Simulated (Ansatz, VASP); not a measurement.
# C: VASP beside Ansatz

```
CELL_PARAMETERS angstrom
2.66660 0.00000 0.00000
-1.33330 2.30934 0.00000
0.00000 0.00000 12.08690
ATOMIC_POSITIONS crystal
C 0.00000 0.00000 0.18686
C 0.00000 0.00000 0.68686
C 0.00000 0.00000 0.31314
C 0.00000 0.00000 0.81314
C 0.33333 0.66667 0.52077
C 0.66667 0.33333 0.02077
C 0.33333 0.66667 0.97923
C 0.66667 0.33333 0.47923
C 0.33333 0.66667 0.64506
C 0.66667 0.33333 0.14506
C 0.33333 0.66667 0.85494
C 0.66667 0.33333 0.35494
```

Alike in both runs: task single point; functional LDA; k mesh 12 × 12 × 2; occupations gaussian, width 0.05 eV; no spin polarisation.

|  | VASP | Ansatz |
| --- | --- | --- |
| version | VASP 6.6.1 | Ansatz 0.2.0 |
| potentials or method | VASP PAW LDA potentials, release 64 (C), cutoff 520 eV | scalar-relativistic, plane waves, PAW |
| valence electrons in the cell | 48 | 48 |

Ansatz gave:

- gap on the k mesh at the Fermi level (eV): 3.24
- least direct gap on the mesh (eV): 4.18
- rms of the force components (eV/Å): 0.120

Question: Which values does VASP return?

Answer: gap on the k mesh at the Fermi level (eV): 3.23; least direct gap on the mesh (eV): 4.17; rms of the force components (eV/Å): 0.134.

Ansatz warns that its potentials were made for another functional, while VASP's fit it. LDA's correlation is that of Perdew and Zunger in VASP and of Perdew and Wang (1992) in Ansatz. Atom by atom the forces differ by 0.016 eV/Å (rms over components).
